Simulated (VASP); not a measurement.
# Al3Pt (Fm-3m) in VASP: notebook

Runs on Al3Pt. Level: PBE. Tasks: single point, relaxation of cell and atoms.

Program: VASP 6.6.1. These are calculated values, not measurements. Logs are shortened: lines on timing, memory, paths and dates and some standing lists are left out, and cuts for length are marked.

## 1. The cell of the first run

Symmetry: Fm-3m, No. 225, cubic system. The conventional cell has a = 6.206 Å, b = 6.206 Å, c = 6.206 Å, α = 90.00°, β = 90.00°, γ = 90.00°. Al (site symmetry m-3m) has 8 Al at 2.69 Å and 6 Pt at 3.10 Å within 3.5 Å. Al (site symmetry -43m) has 10 Al at 2.69 to 3.10 Å and 4 Pt at 2.69 Å within 3.5 Å. Within 3.5 Å of Pt (site symmetry m-3m) lie 14 Al at 2.69 to 3.10 Å.

## 2. Single point, PBE

Contents of INCAR:

```
SYSTEM = Al3Pt
  ALGO = Normal
  EDIFF = 1E-6
  ENCUT = 520
  GGA = PE
  ISIF = 2
  ISMEAR = 0
  LASPH = .TRUE.
  LCHARG = .FALSE.
  LREAL = .FALSE.
  LWAVE = .FALSE.
  NBANDS = 18
  NELM = 100
  PREC = Accurate
  SIGMA = 0.1
```

Contents of KPOINTS:

```
k-points
0
G
  6 6 6
  0 0 0
```

Contents of POSCAR:

```
Al3Pt
1.0
    0.0000000000      3.1030207500      3.1030207500
    3.1030207500      0.0000000000      3.1030207500
    3.1030207500      3.1030207500      0.0000000000
Al Pt
3 1
Direct
    0.5000000000      0.5000000000      0.5000000000
    0.7500000000      0.7500000000      0.7500000000
    0.2500000000      0.2500000000      0.2500000000
    0.0000000000      0.0000000000      0.0000000000
```

Potentials or basis: VASP PAW PBE potentials, release 64 (Al, Pt).

Run with:

```sh
cat potpaw_PBE.64/Al/POTCAR potpaw_PBE.64/Pt/POTCAR > POTCAR
mpirun -np 1 vasp_std > vasp.out
```

OUTCAR:

```text
SYSTEM = Al3Pt
   EDIFF = 1E-6
   ENCUT = 520
   GGA = PE
   ISIF = 2
   ISMEAR = 0
   LASPH = .TRUE.
   LREAL = .FALSE.
   NELM = 100
   PREC = Accurate

 ion  position               nearest neighbor table
   1  0.500  0.500  0.500-   3 2.69   2 2.69   3 2.69   2 2.69   3 2.69   3 2.69   2 2.69   2 2.69
                             4 3.10   4 3.10   4 3.10   4 3.10   4 3.10   4 3.10
   2  0.750  0.750  0.750-   1 2.69   4 2.69   1 2.69   1 2.69   4 2.69   1 2.69   4 2.69   4 2.69
                             3 3.10   3 3.10   3 3.10   3 3.10   3 3.10   3 3.10
   3  0.250  0.250  0.250-   4 2.69   1 2.69   4 2.69   1 2.69   4 2.69   4 2.69   1 2.69   1 2.69
                             2 3.10   2 3.10   2 3.10   2 3.10   2 3.10   2 3.10
   4  0.000  0.000  0.000-   2 2.69   3 2.69   2 2.69   2 2.69   3 2.69   2 2.69   3 2.69   3 2.69
                             1 3.10   1 3.10   1 3.10   1 3.10   1 3.10   1 3.10

  LATTYP: Found a face centered cubic cell.
 ALAT       =     6.2060415000

  Lattice vectors:

 A1 = (   0.0000000000,   3.1030207500,   3.1030207500)
 A2 = (   3.1030207500,   0.0000000000,   3.1030207500)
 A3 = (   3.1030207500,   3.1030207500,   0.0000000000)

Analysis of symmetry for initial positions (statically):
=====================================================================
 Subroutine PRICEL returns:
 Original cell was already a primitive cell.

 Routine SETGRP: Setting up the symmetry group for a
 face centered cubic supercell.

 Subroutine GETGRP returns: Found 48 space group operations
 (whereof 48 operations were pure point group operations)
 out of a pool of 48 trial point group operations.

The static configuration has the point symmetry O_h .

Analysis of symmetry for dynamics (positions and initial velocities):
=====================================================================
 Subroutine PRICEL returns:
 Original cell was already a primitive cell.

 Routine SETGRP: Setting up the symmetry group for a
 face centered cubic supercell.

 Subroutine GETGRP returns: Found 48 space group operations
 (whereof 48 operations were pure point group operations)
 out of a pool of 48 trial point group operations.

The dynamic configuration has the point symmetry O_h .

 Subroutine INISYM returns: Found 48 space group operations
 (whereof 48 operations are pure point group operations),
 and found     1 'primitive' translations

----------------------------------------------------------------------------------------

                                     Primitive cell

  volume of cell :      59.7563

  direct lattice vectors                    reciprocal lattice vectors
     0.000000000  3.103020750  3.103020750    -0.161133309  0.161133309  0.161133309
     3.103020750  0.000000000  3.103020750     0.161133309 -0.161133309  0.161133309
     3.103020750  3.103020750  0.000000000     0.161133309  0.161133309 -0.161133309

  length of vectors
     4.388334029  4.388334029  4.388334029     0.279091077  0.279091077  0.279091077

  position of ions in fractional coordinates (direct lattice)
     0.500000000  0.500000000  0.500000000
     0.750000000  0.750000000  0.750000000
     0.250000000  0.250000000  0.250000000
     0.000000000  0.000000000  0.000000000

  ion indices of the primitive-cell ions
   primitive index   ion index
                 1           1
                 2           2
                 3           3
                 4           4

----------------------------------------------------------------------------------------

 KPOINTS: k-points

Automatic generation of k-mesh.
 Grid dimensions read from file:
 generate k-points for:    6    6    6

 Generating k-lattice:

  Cartesian coordinates                     Fractional coordinates (reciprocal lattice)
    -0.026855551  0.026855551  0.026855551     0.166666667  0.000000000  0.000000000
     0.026855551 -0.026855551  0.026855551     0.000000000  0.166666667  0.000000000
     0.026855551  0.026855551 -0.026855551     0.000000000  0.000000000  0.166666667

  Length of vectors
     0.046515180  0.046515180  0.046515180

  Shift w.r.t. Gamma in fractional coordinates (k-lattice)
     0.000000000  0.000000000  0.000000000

 Subroutine IBZKPT returns following result:
 ===========================================

 Found     16 irreducible k-points:

 Following reciprocal coordinates:
            Coordinates               Weight
  0.000000  0.000000  0.000000      1.000000
  0.166667  0.000000  0.000000      8.000000
  0.333333  0.000000  0.000000      8.000000
  0.500000  0.000000  0.000000      4.000000
  0.166667  0.166667  0.000000      6.000000
  0.333333  0.166667  0.000000     24.000000
[... 8 lines left out ...]
 -0.333333  0.333333  0.166667     24.000000
 -0.333333  0.500000  0.166667     12.000000
   k-points           NKPTS =     16   k-points in BZ     NKDIM =     16   number of bands    NBANDS=     18
   number of dos      NEDOS =    301   number of ions     NIONS =      4
   total plane-waves  NPLWV =  46656
   dimension x,y,z NGX =    36 NGY =   36 NGZ =   36
   dimension x,y,z NGXF=    72 NGYF=   72 NGZF=   72
   ions per type =               3   1
   NGX,Y,Z   is equivalent  to a cutoff of  13.64, 13.64, 13.64 a.u.
   NGXF,Y,Z  is equivalent  to a cutoff of  27.28, 27.28, 27.28 a.u.
 SYSTEM =  Al3Pt
   PREC   = accura    normal or accurate (medium, high low for compatibility)
   ISTART =      0    job   : 0-new  1-cont  2-samecut
   ICHARG =      2    charge: 1-file 2-atom 10-const
   ISPIN  =      1    spin polarized calculation?
   LNONCOLLINEAR =      F non collinear calculations
   LSORBIT =      F    spin-orbit coupling
   LASPH  =      T    aspherical Exc in radial PAW
   ENCUT  =  520.0 eV  38.22 Ry    6.18 a.u.   8.16  8.16  8.16*2*pi/ulx,y,z
   NELM   =    100;   NELMIN=  2; NELMDL= -5     # of ELM steps
   EDIFF  = 0.1E-05   stopping-criterion for ELM
   LREAL  =      F    real-space projection
   EDIFFG = 0.1E-04   stopping-criterion for IOM
   NSW    =      0    number of steps for IOM
   IBRION =     -1    ionic relax: 0-MD 1-quasi-New 2-CG
   NFREE  =      0    steps in history (QN), initial steepest desc. (CG)
   ISIF   =      2    stress and relaxation
   ISYM   =      2    0-nonsym 1-usesym 2-fastsym
   POTIM  = 0.5000    time-step for ionic-motion
   TEBEG  =    0.0;   TEEND  =   0.0 temperature during run
   PSTRESS=    0.0 pullay stress
   NELECT =      19.0000    total number of electrons
   NUPDOWN=      -1.0000    fix difference up-down
   EMIN   =  10.00;   EMAX   =-10.00  energy-range for DOS
   EFERMI =   0.00;   METHOD = LEGACY
   ISMEAR =     0;   SIGMA  =   0.10  broadening in eV -4-tet -1-fermi 0-gaus
   EFERMI_NEDOS =   21; number of points for ismear=-14 and -15
   IALGO  =     38    algorithm
   IMIX   =      4    mixing-type and parameters
     AMIX     =   0.40;   BMIX     =  1.00
     AMIX_MAG =   1.60;   BMIX_MAG =  1.00
  volume/ion in A,a.u.               =      14.94       100.81
  Fermi-wavevector in a.u.,A,eV,Ry     =   1.117373  2.111528 16.987167  1.248522
  Thomas-Fermi vector in A             =   2.253995
   LORBIT       =      0    0 simple, 1 ext, 2 COOP (PROOUT), +10 PAW based schemes
   GGA     = PE    functional components
   LHFCALC =     F    Hartree Fock is set to
   AEXX    =    0.0000 exact exchange contribution
   IVDW    =     0    specifies the selected vdW correction
   LEPSILON=     F    determine dielectric tensor
   LRPA    =     F    only Hartree local field effects (RPA)
 non-spin polarized calculation
 Gauss-broadening in eV      SIGMA  =   0.10
  energy-cutoff  :      520.00
  volume of cell :       59.76
 maximum number of plane-waves:      1639
 NGX is ok and might be reduce to    36
   NGX = 17   NGY = 17   NGZ = 17

 number of electron      19.0000001 magnetization

 Free energy of the ion-electron system (eV)
  ---------------------------------------------------
  ext. energy  EPLUGINS =         0.00000000
  ---------------------------------------------------
  free energy    TOTEN  =       -18.71573820 eV

  energy without entropy =      -18.70966411  energy(sigma->0) =      -18.71270115

 E-fermi :   9.7948     XC(G=0): -11.3076

 val. band max:        9.7881040814   @ k =   0.1667   0.0000   0.0000
 cond. band min:      10.3102303185   @ k =  -0.1667   0.1667   0.0000
 fundamental gap:      0.5221262371
 Fermi energy:         9.7947801465

 k-point     1 :       0.0000    0.0000    0.0000
  band No.  band energies     occupation
      1      -1.8071      2.00000
      2       4.6159      2.00000
      3       4.6159      2.00000
      4       4.6159      2.00000
      5       5.7423      2.00000
      6       5.7423      2.00000
[... 10 lines left out ...]
     17      13.4016      0.00000
     18      16.4104      0.00000

 k-point     2 :       0.1667    0.0000    0.0000
  band No.  band energies     occupation
      1      -1.4618      2.00000
      2       4.1860      2.00000
      3       4.7014      2.00000
      4       4.7014      2.00000
      5       5.6184      2.00000
      6       5.6184      2.00000
[... 10 lines left out ...]
     17      15.3127      0.00000
     18      17.6913      0.00000

 k-point     3 :       0.3333    0.0000    0.0000
  band No.  band energies     occupation
      1      -0.4555      2.00000
      2       2.9002      2.00000
      3       4.6895      2.00000
      4       4.6895      2.00000
      5       5.7334      2.00000
      6       5.7334      2.00000
[... 10 lines left out ...]
     17      18.8432      0.00000
     18      19.7022      0.00000

 k-point     4 :       0.5000    0.0000    0.0000
  band No.  band energies     occupation
      1       0.9725      2.00000
      2       1.2494      2.00000
      3       4.6054      2.00000
      4       4.6054      2.00000
      5       5.8181      2.00000
      6       5.9851      2.00000
[... 207 lines left out ...]
      4       4.7838      2.00000
      5       5.3351      2.00000
      6       5.7896      2.00000
[... 10 lines left out ...]
     17      18.3395      0.00000
     18      19.6500      0.00000

 k-point    15 :      -0.3333    0.3333    0.1667
  band No.  band energies     occupation
      1       1.8227      2.00000
      2       1.9086      2.00000
      3       3.4210      2.00000
      4       4.2950      2.00000
      5       5.4185      2.00000
      6       5.9784      2.00000
[... 10 lines left out ...]
     17      17.8519      0.00000
     18      20.1913      0.00000

 k-point    16 :      -0.3333    0.5000    0.1667
  band No.  band energies     occupation
      1       2.0664      2.00000
      2       2.5125      2.00000
      3       3.0365      2.00000
      4       3.7921      2.00000
      5       5.9556      2.00000
      6       6.0373      2.00000
[... 10 lines left out ...]
     17      19.1108      0.00000
     18      19.9408      0.00000

------------------------ aborting loop because EDIFF is reached ----------------------------------------

  FORCE on cell =-STRESS in cart. coord.  units (eV):
  Direction    XX          YY          ZZ          XY          YZ          ZX
  --------------------------------------------------------------------------------------
  -------------------------------------------------------------------------------------
  Total        1.8491905      1.8491905      1.8491905     -0.0000000     -0.0000000     -0.0000000
  in kB       49.5801912     49.5801912     49.5801912     -0.0000000     -0.0000000     -0.0000000
  external PRESSURE =      49.5801912 kB  Pullay stress =       0.0000000 kB

 VOLUME and BASIS-vectors are now :
 -----------------------------------------------------------------------------
  energy-cutoff  :      520.00
  volume of cell :       59.76
      direct lattice vectors                 reciprocal lattice vectors
     0.000000000  3.103020750  3.103020750    -0.161133309  0.161133309  0.161133309
     3.103020750  0.000000000  3.103020750     0.161133309 -0.161133309  0.161133309
     3.103020750  3.103020750  0.000000000     0.161133309  0.161133309 -0.161133309

 POSITION                                       TOTAL-FORCE (eV/Angst)
 -----------------------------------------------------------------------------------
      3.10302      3.10302      3.10302        -0.000000     -0.000000     -0.000000
      4.65453      4.65453      4.65453         0.000000      0.000000      0.000000
      1.55151      1.55151      1.55151        -0.000000     -0.000000     -0.000000
      0.00000      0.00000      0.00000        -0.000000     -0.000000     -0.000000
 -----------------------------------------------------------------------------------
    total drift:                               -0.000000      0.000000      0.000000

  FREE ENERGIE OF THE ION-ELECTRON SYSTEM (eV)
  ---------------------------------------------------
  free  energy   TOTEN  =       -18.7157381979 eV

  energy  without entropy=      -18.7096641072  energy(sigma->0) =      -18.71270115
```

Wall time 12 s (1 thread of Intel Xeon 6975P-C (Granite Rapids), shared host); peak memory 0.2 GiB.

Results:

| Quantity | Value |
| --- | --- |
| Free energy | -18.7157 eV |
| Pressure | 5.0 GPa |

Caveat: spin-orbit coupling is left out, which moves the levels of the heavy elements.

## 3. Single point, PBE

This run uses another cell than the first one, of 15.53 Å³/atom, 1.040 times its volume.

Contents of INCAR:

```
SYSTEM = Al3Pt
PREC = Accurate
ENCUT = 520
EDIFF = 1E-6
ISMEAR = 0
SIGMA = 0.1
LREAL = .False.
LASPH = .True.
NELM = 80
ALGO = Fast
ISIF = 2
LWAVE = .False.
LCHARG = .False.
GGA = PE
NBANDS = 18
```

Contents of KPOINTS:

```
regular mesh
0
Gamma
  6 6 6
  0 0 0
```

Contents of POSCAR:

```
Al3Pt
1.0
    0.0000000000      3.1436148525      3.1436148525
    3.1436148525      0.0000000000      3.1436148525
    3.1436148525      3.1436148525      0.0000000000
Al Pt
3 1
Direct
    0.5000000000      0.5000000000      0.5000000000
    0.7500000000      0.7500000000      0.7500000000
    0.2500000000      0.2500000000      0.2500000000
    0.0000000000      0.0000000000      0.0000000000
```

Potentials or basis: VASP PAW PBE potentials, release 64 (Al, Pt).

Run with:

```sh
cat potpaw_PBE.64/Al/POTCAR potpaw_PBE.64/Pt/POTCAR > POTCAR
mpirun -np 1 vasp_std > vasp.out
```

It took 16 s on 1 thread of Intel Xeon 6975P-C (Granite Rapids), shared host; peak memory 0.2 GiB.

The run converged. Its results:

* Free energy: -18.7503 eV
* Pressure: -0.2 GPa

Levels at points of the mesh, in eV from the Fermi level:
| k point | band 7 | band 8 | band 9 | band 10 | band 11 | band 12 | band 13 | band 14 |
| --- | --- | --- | --- | --- | --- | --- | --- | --- |
| (0.00, 0.00, 0.00) | -0.18 | -0.18 | -0.18 | 0.58 | 2.10 | 2.61 | 2.61 | 2.61 |
| (0.50, 0.00, 0.00) | -3.67 | -0.74 | -0.66 | -0.66 | 1.26 | 1.26 | 2.62 | 5.99 |
| (0.50, 0.50, 0.00) | -3.70 | -3.70 | -3.45 | -0.77 | 0.80 | 6.24 | 6.24 | 6.47 |

Caveat: spin-orbit coupling is left out, which moves the levels of the heavy elements.

## 4. Relaxation of cell and atoms, PBE

Contents of INCAR:

```
SYSTEM = Al3Pt
ALGO     = Fast           ! electronic algorithm
EDIFF    = 1E-7           ! SCF threshold, eV
EDIFFG   = -0.04          ! ionic threshold
ENCUT    = 600            ! plane-wave cutoff, eV
GGA      = PE             ! functional
IBRION   = 2              ! ionic algorithm
ISIF     = 3              ! what is computed and relaxed
ISMEAR   = 0              ! smearing method
LASPH    = .True.         ! aspherical terms in the spheres
LCHARG   = .False.        ! write CHGCAR
LREAL    = .False.        ! projectors in reciprocal space
LWAVE    = .False.        ! write WAVECAR
NELM     = 80             ! most SCF steps
NSW      = 90             ! ionic steps
PREC     = Accurate       ! precision mode
SIGMA    = 0.1            ! smearing width, eV
```

Contents of KPOINTS:

```
k-points
0
Gamma
  6 6 6
  0 0 0
```

Contents of POSCAR:

```
Al3Pt
1.0
    0.0000000000      3.1030207500      3.1030207500
    3.1030207500      0.0000000000      3.1030207500
    3.1030207500      3.1030207500      0.0000000000
Al Pt
3 1
Direct
    0.5000000000      0.5000000000      0.5000000000
    0.7500000000      0.7500000000      0.7500000000
    0.2500000000      0.2500000000      0.2500000000
    0.0000000000      0.0000000000      0.0000000000
```

Run with:

```sh
cat potpaw_PBE.64/Al/POTCAR potpaw_PBE.64/Pt/POTCAR > POTCAR
mpirun -np 1 vasp_std > vasp.out
```

Wall time 37 s (1 thread of Intel Xeon 6975P-C (Granite Rapids), shared host); peak memory 0.22 GiB.

Results (log left out):

* Free energy: -18.7502 eV
* Relaxed volume: 15.51 Å³/atom
* Relaxed cell: a = 4.444 Å, b = 4.444 Å, c = 4.444 Å, α = 60.00°, β = 60.00°, γ = 60.00°
* Space group after relaxing (to 0.05 Å): Fm-3m (No. 225)
* Energy gained by relaxing: 8.6 meV/atom
* Ionic steps: 3
* Pressure after relaxing: 0.0 GPa

Step by step:
| step | energy change (eV) | largest force (eV/Å) | pressure (GPa) | volume (Å³) |
| --- | --- | --- | --- | --- |
| 1 | 0.0000 | 0.0000 | 4.94 | 59.76 |
| 2 | -0.0158 | 0.0000 | -3.28 | 63.83 |
| 3 | -0.0344 | 0.0000 | -0.01 | 62.06 |

Final structure:
```
CELL_PARAMETERS angstrom
0.00000 3.14236 3.14236
3.14236 0.00000 3.14236
3.14236 3.14236 0.00000
ATOMIC_POSITIONS crystal
Al 0.50000 0.50000 0.50000
Al 0.75000 0.75000 0.75000
Al 0.25000 0.25000 0.25000
Pt 0.00000 0.00000 0.00000
```

Levels at points of the mesh, in eV from the Fermi level:
```csv
k point,band 8,band 9,band 10,band 11,band 12,band 13
"(0.00, 0.00, 0.00)",-0.18,-0.18,0.59,2.11,2.62,2.62
"(0.50, 0.00, 0.00)",-0.73,-0.66,-0.66,1.26,1.26,2.63
"(0.50, 0.50, 0.00)",-3.70,-3.45,-0.77,0.81,6.25,6.29
```

Caveat: spin-orbit coupling is left out, which moves the levels of the heavy elements.

## 5. The runs side by side

```tsv
task	cell	cutoff (eV)	gap on the mesh (eV)	pressure (GPa)
single point	a = 4.388 Å, angles 60.0°, 4 atoms	520	none	5.0
single point	a = 4.446 Å, angles 60.0°, 4 atoms	520	none	-0.2
relaxation of cell and atoms	relaxed from a = 4.388 Å, angles 60.0°, 4 atoms	600	none	0.0
```

Alike in all rows: level PBE; potentials or basis VASP PAW PBE potentials, release 64 (Al, Pt); no spin polarisation; k mesh 6 × 6 × 6; smearing gaussian 0.1 eV.

Caveats: spin-orbit coupling is left out, which moves the levels of the heavy elements.

Absolute energies hang on the potentials; compare differences alone.
